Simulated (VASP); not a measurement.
Input of a VASP 6.6.1 run:

The input INCAR:

```
SYSTEM = InPd
  PREC = Accurate
  ENCUT = 500
  EDIFF = 1E-6
  ISMEAR = 1
  SIGMA = 0.1
  LREAL = .FALSE.
  LASPH = .TRUE.
  NELM = 120
  ALGO = Normal
  ISIF = 2
  LWAVE = .FALSE.
  LCHARG = .TRUE.
  GGA = PS
  LELF = .TRUE.
  LVHAR = .TRUE.
  NBANDS = 18
  GGA_COMPAT = .FALSE.
```

The input KPOINTS:

```
regular mesh
0
G
  7 7 7
  0 0 0
```

POSCAR

```
InPd
1.0
    0.0000000000      2.6545329928      2.6545329928
    2.6545329928      0.0000000000      2.6545329928
    2.6545329928      2.6545329928      0.0000000000
In Pd
1 1
Direct
    0.0000000000      0.0000000000      0.0000000000
    0.5000000000      0.5000000000      0.5000000000
```

Potentials or basis: VASP PAW PBE potentials, release 64 (In_d, Pd).

Launch:

```bash
$ cat potpaw_PBE.64/In_d/POTCAR potpaw_PBE.64/Pd/POTCAR > POTCAR
$ mpirun -np 1 vasp_std > vasp.out
```

Predict the band gap on the k mesh.

zero (an odd number of electrons rules out a gap without spin polarisation).

What does it give for the pressure?

5.3 GPa.

Caveat: the cell stands under pressure; the PAW data sets were made with another functional, which shifts forces and pressure a little; spin-orbit coupling is left out, which moves the levels of the heavy elements.
